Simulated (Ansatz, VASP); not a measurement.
One calculation of InAs, two programs

```xyz
2
Lattice="0.0000 3.0180 3.0180 3.0180 0.0000 3.0180 3.0180 3.0180 0.0000" Properties=species:S:1:pos:R:3 pbc="T T T"
In    0.0000    0.0000    0.0000
As    4.5270    4.5270    4.5270
```

Alike in both runs: task single point; functional PBE; k mesh 6 × 6 × 6; occupations fermi-dirac, width 0.06 eV; no spin polarisation.

|  | VASP | Ansatz |
| --- | --- | --- |
| version | VASP 6.6.1 | Ansatz 0.2.0 |
| potentials or method | VASP PAW PBE potentials, release 64 (In_d, As), cutoff 520 eV | all-electron LAPW, scalar-relativistic |

|  | VASP | Ansatz | Ansatz less VASP |
| --- | --- | --- | --- |
| gap on the k mesh at the Fermi level (eV) | none | none | - |
| pressure (GPa) | 4.4 | 4.4 | -0.06 |

A gap of «none» marks a metal or a gap that the smearing closes. Ansatz ran all-electron here, and VASP with PAW potentials.

Noted on Ansatz's run: the k mesh is thin for a metal, which can move the energy by tens of meV per atom.
